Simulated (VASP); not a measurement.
# Au (Pm-3m) in VASP: a series of runs

The runs below take Au through single point, relaxation of cell and atoms, with PBEsol.

Everything below comes from runs of VASP 6.6.1. Logs are shortened: lines on timing, memory, paths and dates and some standing lists are left out, and cuts for length are marked.

## (1) The cell of the first run

Symmetry: Pm-3m, No. 221, cubic system. The conventional cell has a = 2.700 Å, b = 2.700 Å, c = 2.700 Å, α = 90.00°, β = 90.00°, γ = 90.00°. Within 3.6 Å of Au (site symmetry m-3m) lie 6 Au at 2.70 Å.

## (2) Single point, PBEsol

The input, INCAR:

```
SYSTEM = Au
PREC     = Accurate       ! precision mode
ENCUT    = 500            ! plane-wave cutoff, eV
EDIFF    = 1E-6           ! SCF threshold, eV
ISMEAR   = 0              ! smearing method
SIGMA    = 0.1            ! smearing width, eV
LREAL    = .False.        ! projectors in reciprocal space
LASPH    = .True.         ! aspherical terms in the spheres
NELM     = 120            ! most SCF steps
ALGO     = Normal         ! electronic algorithm
ISIF     = 2              ! what is computed and relaxed
LWAVE    = .False.        ! write WAVECAR
LCHARG   = .False.        ! write CHGCAR
GGA      = PS             ! functional
NBANDS   = 12             ! bands
GGA_COMPAT= .False.
```

The input, KPOINTS:

```
regular mesh
0
Gamma
  8 8 8
  0 0 0
```

The input, POSCAR:

```
Au
1.0
    2.6996235044      0.0000000000      0.0000000000
    0.0000000000      2.6996235044      0.0000000000
    0.0000000000      0.0000000000      2.6996235044
Au
1
Direct
    0.0000000000      0.0000000000      0.0000000000
```

Potentials or basis: VASP PAW PBE potentials, release 64 (Au).

On the command line:

```bash
cat potpaw_PBE.64/Au/POTCAR > POTCAR
mpirun -np 1 vasp_std > vasp.out
```

OUTCAR:

```text
SYSTEM = Au
   PREC = Accurate
   ENCUT = 500
   EDIFF = 1E-6
   ISMEAR = 0
   LREAL = .False.
   LASPH = .True.
   NELM = 120
   ISIF = 2
   GGA = PS

 ion  position               nearest neighbor table
   1  0.000  0.000  0.000-

  LATTYP: Found a simple cubic cell.
 ALAT       =     2.6996235044

  Lattice vectors:

 A1 = (   2.6996235044,   0.0000000000,   0.0000000000)
 A2 = (   0.0000000000,   2.6996235044,   0.0000000000)
 A3 = (   0.0000000000,   0.0000000000,   2.6996235044)

Analysis of symmetry for initial positions (statically):
=====================================================================
 Subroutine PRICEL returns:
 Original cell was already a primitive cell.

 Routine SETGRP: Setting up the symmetry group for a
 simple cubic supercell.

 Subroutine GETGRP returns: Found 48 space group operations
 (whereof 48 operations were pure point group operations)
 out of a pool of 48 trial point group operations.

The static configuration has the point symmetry O_h .

Analysis of symmetry for dynamics (positions and initial velocities):
=====================================================================
 Subroutine PRICEL returns:
 Original cell was already a primitive cell.

 Routine SETGRP: Setting up the symmetry group for a
 simple cubic supercell.

 Subroutine GETGRP returns: Found 48 space group operations
 (whereof 48 operations were pure point group operations)
 out of a pool of 48 trial point group operations.

The dynamic configuration has the point symmetry O_h .

 Subroutine INISYM returns: Found 48 space group operations
 (whereof 48 operations are pure point group operations),
 and found     1 'primitive' translations

----------------------------------------------------------------------------------------

                                     Primitive cell

  volume of cell :      19.6748

  direct lattice vectors                    reciprocal lattice vectors
     2.699623504  0.000000000  0.000000000     0.370422023  0.000000000  0.000000000
     0.000000000  2.699623504  0.000000000     0.000000000  0.370422023  0.000000000
     0.000000000  0.000000000  2.699623504     0.000000000  0.000000000  0.370422023

  length of vectors
     2.699623504  2.699623504  2.699623504     0.370422023  0.370422023  0.370422023

  position of ions in fractional coordinates (direct lattice)
     0.000000000  0.000000000  0.000000000

  ion indices of the primitive-cell ions
   primitive index   ion index
                 1           1

----------------------------------------------------------------------------------------

 KPOINTS: regular mesh

Automatic generation of k-mesh.
 Grid dimensions read from file:
 generate k-points for:    8    8    8

 Generating k-lattice:

  Cartesian coordinates                     Fractional coordinates (reciprocal lattice)
     0.046302753  0.000000000  0.000000000     0.125000000  0.000000000  0.000000000
     0.000000000  0.046302753  0.000000000     0.000000000  0.125000000  0.000000000
     0.000000000  0.000000000  0.046302753     0.000000000  0.000000000  0.125000000

  Length of vectors
     0.046302753  0.046302753  0.046302753

  Shift w.r.t. Gamma in fractional coordinates (k-lattice)
     0.000000000  0.000000000  0.000000000

 Subroutine IBZKPT returns following result:
 ===========================================

 Found     35 irreducible k-points:

 Following reciprocal coordinates:
            Coordinates               Weight
  0.000000  0.000000  0.000000      1.000000
  0.125000  0.000000  0.000000      6.000000
  0.250000  0.000000  0.000000      6.000000
  0.375000  0.000000  0.000000      6.000000
  0.500000  0.000000  0.000000      3.000000
  0.125000  0.125000  0.000000     12.000000
[... 16 lines left out ...]
  0.375000  0.375000  0.125000     24.000000
  0.500000  0.375000  0.125000     24.000000
 [... further k-points ...]
   k-points           NKPTS =     35   k-points in BZ     NKDIM =     35   number of bands    NBANDS=     12
   number of dos      NEDOS =    301   number of ions     NIONS =      1
   total plane-waves  NPLWV =   8000
   dimension x,y,z NGX =    20 NGY =   20 NGZ =   20
   dimension x,y,z NGXF=    40 NGYF=   40 NGZF=   40
   ions per type =               1
   NGX,Y,Z   is equivalent  to a cutoff of  12.32, 12.32, 12.32 a.u.
   NGXF,Y,Z  is equivalent  to a cutoff of  24.63, 24.63, 24.63 a.u.
 SYSTEM =  Au
   PREC   = accura    normal or accurate (medium, high low for compatibility)
   ISTART =      0    job   : 0-new  1-cont  2-samecut
   ICHARG =      2    charge: 1-file 2-atom 10-const
   ISPIN  =      1    spin polarized calculation?
   LNONCOLLINEAR =      F non collinear calculations
   LSORBIT =      F    spin-orbit coupling
   LASPH  =      T    aspherical Exc in radial PAW
   ENCUT  =  500.0 eV  36.75 Ry    6.06 a.u.   4.92  4.92  4.92*2*pi/ulx,y,z
   NELM   =    120;   NELMIN=  2; NELMDL= -5     # of ELM steps
   EDIFF  = 0.1E-05   stopping-criterion for ELM
   LREAL  =      F    real-space projection
   EDIFFG = 0.1E-04   stopping-criterion for IOM
   NSW    =      0    number of steps for IOM
   IBRION =     -1    ionic relax: 0-MD 1-quasi-New 2-CG
   NFREE  =      0    steps in history (QN), initial steepest desc. (CG)
   ISIF   =      2    stress and relaxation
   ISYM   =      2    0-nonsym 1-usesym 2-fastsym
   POTIM  = 0.5000    time-step for ionic-motion
   TEBEG  =    0.0;   TEEND  =   0.0 temperature during run
   PSTRESS=    0.0 pullay stress
   NELECT =      11.0000    total number of electrons
   NUPDOWN=      -1.0000    fix difference up-down
   EMIN   =  10.00;   EMAX   =-10.00  energy-range for DOS
   EFERMI =   0.00;   METHOD = LEGACY
   ISMEAR =     0;   SIGMA  =   0.10  broadening in eV -4-tet -1-fermi 0-gaus
   EFERMI_NEDOS =   21; number of points for ismear=-14 and -15
   IALGO  =     38    algorithm
   IMIX   =      4    mixing-type and parameters
     AMIX     =   0.40;   BMIX     =  1.00
     AMIX_MAG =   1.60;   BMIX_MAG =  1.00
  volume/ion in A,a.u.               =      19.67       132.77
  Fermi-wavevector in a.u.,A,eV,Ry     =   1.348660  2.548598 24.747422  1.818884
  Thomas-Fermi vector in A             =   2.476311
   LORBIT       =      0    0 simple, 1 ext, 2 COOP (PROOUT), +10 PAW based schemes
   GGA     = PS    functional components
   LHFCALC =     F    Hartree Fock is set to
   AEXX    =    0.0000 exact exchange contribution
   IVDW    =     0    specifies the selected vdW correction
   LEPSILON=     F    determine dielectric tensor
   LRPA    =     F    only Hartree local field effects (RPA)
 non-spin polarized calculation
 Gauss-broadening in eV      SIGMA  =   0.10
  energy-cutoff  :      500.00
  volume of cell :       19.67
 maximum number of plane-waves:       512
 NGX is ok and might be reduce to    20
   NGX =  9   NGY =  9   NGZ =  9

 number of electron      11.0000000 magnetization

 Free energy of the ion-electron system (eV)
  ---------------------------------------------------
  ext. energy  EPLUGINS =         0.00000000
  ---------------------------------------------------
  free energy    TOTEN  =        -3.65339532 eV

  energy without entropy =       -3.65141098  energy(sigma->0) =       -3.65240315

 E-fermi :   6.8555     XC(G=0): -11.9166

 val. band max:        6.7670663828   @ k =   0.5000   0.5000   0.5000
 cond. band min:       6.9553764714   @ k =   0.3750   0.2500   0.2500
 fundamental gap:      0.1883100886
 Fermi energy:         6.8554656147

 k-point     1 :       0.0000    0.0000    0.0000
  band No.  band energies     occupation
      1      -1.4624      2.00000
      2       0.8421      2.00000
      3       0.8421      2.00000
      4       5.4298      2.00000
      5       5.4298      2.00000
      6       5.4298      2.00000
      7      20.8983      0.00000
      8      20.8983      0.00000
      9      20.8983      0.00000
     10      25.9027      0.00000
     11      28.4578      0.00000
     12      28.4578      0.00000

 k-point     2 :       0.1250    0.0000    0.0000
  band No.  band energies     occupation
      1      -1.0821      2.00000
      2       0.9031      2.00000
      3       1.1698      2.00000
      4       5.1643      2.00000
      5       5.1643      2.00000
      6       5.4515      2.00000
      7      18.3838      0.00000
      8      21.5419      0.00000
      9      21.5419      0.00000
     10      26.8760      0.00000
     11      27.1848      0.00000
     12      30.5023      0.00000

 k-point     3 :       0.2500    0.0000    0.0000
  band No.  band energies     occupation
      1      -0.2359      2.00000
      2       1.0542      2.00000
      3       2.2969      2.00000
      4       4.5781      2.00000
      5       4.5781      2.00000
      6       5.5042      2.00000
      7      14.6607      0.00000
      8      23.1856      0.00000
      9      23.1856      0.00000
     10      25.1614      0.00000
     11      26.8829      0.00000
     12      34.1634      0.00000
[... 286 lines left out ...]
 k-point    23 :       0.3750    0.3750    0.1250
  band No.  band energies     occupation
      1       1.4641      2.00000
      2       2.0227      2.00000
      3       3.7359      2.00000
      4       3.7737      2.00000
      5       5.1357      2.00000
      6       7.4683      0.00000
      7      13.3279      0.00000
      8      16.1357      0.00000
      9      20.8522      0.00000
     10      24.8753      0.00000
     11      28.0886      0.00000
     12      29.4603      0.00000

 k-point    24 :       0.5000    0.3750    0.1250
  band No.  band energies     occupation
      1       1.2429      2.00000
      2       2.1199      2.00000
      3       3.5604      2.00000
      4       3.8071      2.00000
      5       5.6165      2.00000
      6      10.1295      0.00000
      7      10.6711      0.00000
      8      16.4983      0.00000
      9      19.2402      0.00000
     10      25.7471      0.00000
     11      27.2692      0.00000
     12      28.8390      0.00000

 [... further k-points ...]

------------------------ aborting loop because EDIFF is reached ----------------------------------------

  FORCE on cell =-STRESS in cart. coord.  units (eV):
  Direction    XX          YY          ZZ          XY          YZ          ZX
  --------------------------------------------------------------------------------------
  -------------------------------------------------------------------------------------
  Total       -0.0184185     -0.0184185     -0.0184185      0.0000000      0.0000000     -0.0000000
  in kB       -1.4998745     -1.4998745     -1.4998745      0.0000000      0.0000000     -0.0000000
  external PRESSURE =      -1.4998745 kB  Pullay stress =       0.0000000 kB

 VOLUME and BASIS-vectors are now :
 -----------------------------------------------------------------------------
  energy-cutoff  :      500.00
  volume of cell :       19.67
      direct lattice vectors                 reciprocal lattice vectors
     2.699623504  0.000000000  0.000000000     0.370422023  0.000000000  0.000000000
     0.000000000  2.699623504  0.000000000     0.000000000  0.370422023  0.000000000
     0.000000000  0.000000000  2.699623504     0.000000000  0.000000000  0.370422023

 POSITION                                       TOTAL-FORCE (eV/Angst)
 -----------------------------------------------------------------------------------
      0.00000      0.00000      0.00000         0.000000      0.000000      0.000000
 -----------------------------------------------------------------------------------
    total drift:                                0.000000      0.000000      0.000000

  FREE ENERGIE OF THE ION-ELECTRON SYSTEM (eV)
  ---------------------------------------------------
  free  energy   TOTEN  =        -3.6533953150 eV

  energy  without entropy=       -3.6514109804  energy(sigma->0) =       -3.65240315
```

It took 11 s on 1 thread of Intel Xeon 8259CL, shared host; peak memory 0.12 GiB.

What came out:

| Quantity | Value |
| --- | --- |
| Free energy | -3.6534 eV |
| Pressure | -0.1 GPa |

Levels at points of the mesh, in eV from the Fermi level:
```
           k point  band 2  band 3  band 4  band 5  band 6  band 7  band 8  band 9
(0.00, 0.00, 0.00)   -6.01   -6.01   -1.43   -1.43   -1.43   14.04   14.04   14.04
(0.50, 0.00, 0.00)   -5.58   -3.00   -3.00   -1.28   -0.78    2.25   16.31   18.62
(0.50, 0.50, 0.00)   -5.21   -2.72   -2.72   -0.19    3.72    3.72    6.83   11.64
(0.50, 0.50, 0.50)   -5.24   -5.24   -0.09   -0.09    8.57    8.57    8.57    9.92
```

Caveat: the PAW data sets were made with another functional, which shifts forces and pressure a little; spin-orbit coupling is left out, which moves the levels of the heavy elements.

(Part 1 of 2 ends here.)
